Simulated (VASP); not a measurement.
# Ge (I4/mmm) in VASP: further runs, part 3 of 3

VASP 6.6.1.

## Step 4: Single point, PBEsol-based screened hybrid with 25 % exact exchange

This run uses another cell than the first one, of 19.38 Å³/atom.

Input file POSCAR:

```
Ge
1.0
   -1.6084200000      1.6084200000      1.8731800000
    1.6084200000     -1.6084200000      1.8731800000
    1.6084200000      1.6084200000     -1.8731800000
Ge
1
Direct
    0.5000000000      0.5000000000      0.0000000000
```

Input file INCAR.step1:

```
SYSTEM = Ge
ALGO = Normal
EDIFF = 1E-5
ENCUT = 520
GGA = PE
ISIF = 2
ISMEAR = -1
LASPH = .True.
LCHARG = .False.
LREAL = .False.
LWAVE = .True.
NBANDS = 13
NELM = 100
PREC = Accurate
SIGMA = 0.05
```

Input file INCAR.step2:

```
SYSTEM = Ge
AEXX = 0.25
ALGO = Normal
EDIFF = 1E-7
ENCUT = 520
GGA = PS
HFSCREEN = 0.207
ISIF = 2
ISMEAR = -1
ISTART = 1
LASPH = .True.
LCHARG = .False.
LHFCALC = .True.
LREAL = .False.
LWAVE = .False.
NBANDS = 13
NELM = 100
PREC = Accurate
PRECFOCK = Normal
SIGMA = 0.05
```

Input file KPOINTS:

```
k-points
0
Gamma
  6 6 6
  0 0 0
```

Potentials or basis: VASP PAW PBE potentials, release 64 (Ge_d).

Run with:

```console
cat potpaw_PBE.64/Ge_d/POTCAR > POTCAR
cp INCAR.step1 INCAR
mpirun -np 1 vasp_std > vasp.out
cp INCAR.step2 INCAR
mpirun -np 1 vasp_std > vasp.out
```

OUTCAR:

```text
SYSTEM = Ge
   AEXX = 0.25
   EDIFF = 1E-7
   ENCUT = 520
   GGA = PS
   HFSCREEN = 0.207
   ISIF = 2
   ISMEAR = -1
   ISTART = 1
   LASPH = .True.
   LHFCALC = .True.
   LREAL = .False.
   NELM = 100
   PREC = Accurate
   PRECFOCK = Normal

 ion  position               nearest neighbor table
   1  0.500  0.500  0.000-

  LATTYP: Found a body centered tetragonal cell.
 ALAT       =     3.2168400000
 C/A-ratio  =     1.1646087465

  Lattice vectors:

[... 571 lines left out ...]
     11      20.5164      0.00000
     12      22.4855      0.00000
     13      23.8512      0.00000

 [... further k-points ...]

------------------------ aborting loop because EDIFF is reached ----------------------------------------

  FORCE on cell =-STRESS in cart. coord.  units (eV):
  Direction    XX          YY          ZZ          XY          YZ          ZX
  --------------------------------------------------------------------------------------
  -------------------------------------------------------------------------------------
  Total        0.0136533      0.0136533     -1.2593622      0.0000000      0.0000000      0.0000000
  in kB        1.1285174      1.1285174   -104.0933082      0.0000000      0.0000000      0.0000000
  external PRESSURE =     -33.9454245 kB  Pullay stress =       0.0000000 kB

 VOLUME and BASIS-vectors are now :
 -----------------------------------------------------------------------------
  energy-cutoff  :      520.00
  volume of cell :       19.38
      direct lattice vectors                 reciprocal lattice vectors
    -1.608420000  1.608420000  1.873180000     0.000000000  0.310864078  0.266925763
     1.608420000 -1.608420000  1.873180000     0.310864078  0.000000000  0.266925763
     1.608420000  1.608420000 -1.873180000     0.310864078  0.310864078  0.000000000

 POSITION                                       TOTAL-FORCE (eV/Angst)
 -----------------------------------------------------------------------------------
      0.00000      0.00000      1.87318        -0.000000     -0.000000     -0.000000
 -----------------------------------------------------------------------------------
    total drift:                               -0.000012     -0.000007     -0.000033

  FREE ENERGIE OF THE ION-ELECTRON SYSTEM (eV)
  ---------------------------------------------------
  free  energy   TOTEN  =        -5.1148971151 eV

  energy  without entropy=       -5.1119180892  energy(sigma->0) =       -5.11340760
```

OSZICAR.step1:

```text
N       E                     dE             d eps       ncg     rms          rms(c)
DAV:   1     0.677083223208E+02    0.67708E+02   -0.72829E+03   831   0.296E+03
DAV:   2     0.171839815872E+01   -0.65990E+02   -0.62943E+02   835   0.436E+02
DAV:   3    -0.408109334455E+01   -0.57995E+01   -0.57607E+01   880   0.737E+01
DAV:   4    -0.416734160619E+01   -0.86248E-01   -0.86235E-01   950   0.957E+00
DAV:   5    -0.416820433775E+01   -0.86273E-03   -0.86273E-03   920   0.106E+00    0.106E+00
DAV:   6    -0.416010441276E+01    0.80999E-02   -0.58995E-03  1005   0.160E+00    0.588E-01
DAV:   7    -0.415672569749E+01    0.33787E-02   -0.40498E-03   965   0.101E+00    0.564E-02
DAV:   8    -0.415660315831E+01    0.12254E-03   -0.36392E-04   960   0.435E-01    0.223E-02
DAV:   9    -0.415660934270E+01   -0.61844E-05   -0.45110E-06   665   0.209E-02
   1 F= -.41566093E+01 E0= -.41544602E+01  d E =-.429833E-02
```

Wall time 43 min (1 thread of Intel Xeon Platinum 8375C at 2.90GHz (Ice Lake), shared host); peak memory 0.25 GiB.

What came out:

* Free energy: -5.1149 eV
* Pressure: -3.4 GPa
* Band gap on the k mesh: zero (bands 7 and 8 overlap by 12.67 eV)

Stress tensor (GPa, compression positive):
```
  0.11   0.00   0.00
  0.00   0.11   0.00
  0.00   0.00 -10.41
```

Caveat: the k points lie up to 0.43 Å⁻¹ apart, too coarse for converged energies and pressures of a metal; the PAW data sets were made with another functional, which shifts forces and pressure a little.

## Step 5: Single point, HSE06

This run uses another cell than the first one, of 19.38 Å³/atom.

POSCAR is that of step 4.

Input file INCAR.step1:

```
PREC = Accurate
ENCUT = 520
EDIFF = 1E-5
ISMEAR = -1
SIGMA = 0.05
LREAL = F
LASPH = T
NELM = 100
ALGO = Normal
ISIF = 2
LWAVE = T
GGA = PE
NBANDS = 13
```

Input file INCAR.step2:

```
PREC = Accurate
ENCUT = 520
EDIFF = 1E-7
ISMEAR = -1
SIGMA = 0.05
LREAL = F
LASPH = T
NELM = 100
ALGO = Normal
ISIF = 2
LWAVE = F
LCHARG = T
GGA = PE
LHFCALC = T
HFSCREEN = 0.2079
PRECFOCK = Normal
LELF = T
LVHAR = T
ISTART = 1
NBANDS = 13
```

Input file KPOINTS:

```
Automatic mesh
0
Gamma
  6 6 6
```

Potentials or basis: VASP PAW PBE potentials, release 64 (Ge_d).

Run with:

```console
cat potpaw_PBE.64/Ge_d/POTCAR > POTCAR
cp INCAR.step1 INCAR
mpirun -np 1 vasp_std > vasp.out
cp INCAR.step2 INCAR
mpirun -np 1 vasp_std > vasp.out
```

OUTCAR:

```text
PREC = Accurate
   ENCUT = 520
   EDIFF = 1E-7
   ISMEAR = -1
   LREAL = F
   LASPH = T
   NELM = 100
   ISIF = 2
   GGA = PE
   LHFCALC = T
   HFSCREEN = 0.2079
   PRECFOCK = Normal
   ISTART = 1

 ion  position               nearest neighbor table
   1  0.500  0.500  0.000-

  LATTYP: Found a body centered tetragonal cell.
 ALAT       =     3.2168400000
 C/A-ratio  =     1.1646087465

  Lattice vectors:
[... 571 lines left out ...]
     10      17.3550      0.00000
     11      20.6113      0.00000
     12      22.5736      0.00000
     13      23.9542      0.00000

 [... further k-points ...]

------------------------ aborting loop because EDIFF is reached ----------------------------------------

  FORCE on cell =-STRESS in cart. coord.  units (eV):
  Direction    XX          YY          ZZ          XY          YZ          ZX
  --------------------------------------------------------------------------------------
  -------------------------------------------------------------------------------------
  Total        0.2612286      0.2612286     -1.0084506      0.0000000     -0.0000000      0.0000000
  in kB       21.5919989     21.5919989    -83.3540642      0.0000000     -0.0000000      0.0000000
  external PRESSURE =     -13.3900221 kB  Pullay stress =       0.0000000 kB

 VOLUME and BASIS-vectors are now :
 -----------------------------------------------------------------------------
  energy-cutoff  :      520.00
  volume of cell :       19.38
      direct lattice vectors                 reciprocal lattice vectors
    -1.608420000  1.608420000  1.873180000     0.000000000  0.310864078  0.266925763
     1.608420000 -1.608420000  1.873180000     0.310864078  0.000000000  0.266925763
     1.608420000  1.608420000 -1.873180000     0.310864078  0.310864078  0.000000000

 POSITION                                       TOTAL-FORCE (eV/Angst)
 -----------------------------------------------------------------------------------
      0.00000      0.00000      1.87318         0.000000      0.000000     -0.000000
 -----------------------------------------------------------------------------------
    total drift:                               -0.000000     -0.000000      0.000000

  FREE ENERGIE OF THE ION-ELECTRON SYSTEM (eV)
  ---------------------------------------------------
  free  energy   TOTEN  =        -4.8252625485 eV

  energy  without entropy=       -4.8223001722  energy(sigma->0) =       -4.82378136
```

OUTCAR.step1:

```text
PREC = Accurate
   ENCUT = 520
   EDIFF = 1E-5
   ISMEAR = -1
   LREAL = F
[... 601 lines left out ...]

 POSITION                                       TOTAL-FORCE (eV/Angst)
 -----------------------------------------------------------------------------------
      0.00000      0.00000      1.87318         0.000000      0.000000      0.000000
 -----------------------------------------------------------------------------------
    total drift:                               -0.000000      0.000000      0.000000

  FREE ENERGIE OF THE ION-ELECTRON SYSTEM (eV)
  ---------------------------------------------------
  free  energy   TOTEN  =        -4.1566093427 eV

  energy  without entropy=       -4.1523110113  energy(sigma->0) =       -4.15446018
```

Run time: 51 min. Hardware: 1 thread of Intel Xeon Platinum 8375C at 2.90GHz (Ice Lake), shared host; peak memory 0.24 GiB.

Results:

| Quantity | Value |
| --- | --- |
| Free energy | -4.8253 eV |
| Pressure | -1.3 GPa |
| Band gap on the k mesh | zero (bands 7 and 8 overlap by 12.70 eV) |

Caveat: the k points lie up to 0.43 Å⁻¹ apart, too coarse for converged energies and pressures of a metal; the PAW data sets were made with another functional, which shifts forces and pressure a little.

## Step 6: Overview

```tsv
level	cell	screening parameter	gap on the mesh (eV)	pressure (GPa)
HSE06	a = 2.907 Å, angles 113.8, 113.8, 101.1°, 1 atom	0.2079 1/Å	none	1.5
PBE-based screened hybrid with 25 % exact exchange	a = 2.947 Å, angles 113.8, 113.8, 101.1°, 1 atom	0.3 1/Å	none	-0.9
PBEsol-based screened hybrid with 25 % exact exchange	a = 2.947 Å, angles 113.8, 113.8, 101.1°, 1 atom	0.207 1/Å	none	-3.4
HSE06	a = 2.947 Å, angles 113.8, 113.8, 101.1°, 1 atom	0.2079 1/Å	none	-1.3
```

Alike in all rows: task single point; potentials or basis VASP PAW PBE potentials, release 64 (Ge_d); no spin polarisation; k mesh 6 × 6 × 6; cutoff (eV) 520; smearing fermi-dirac 0.05 eV.

Caveats: all runs use coarse meshes; the PAW data sets were made with another functional, which shifts forces and pressure a little.

Total energies depend on the potentials used, so only differences within one code and one set of settings carry meaning.
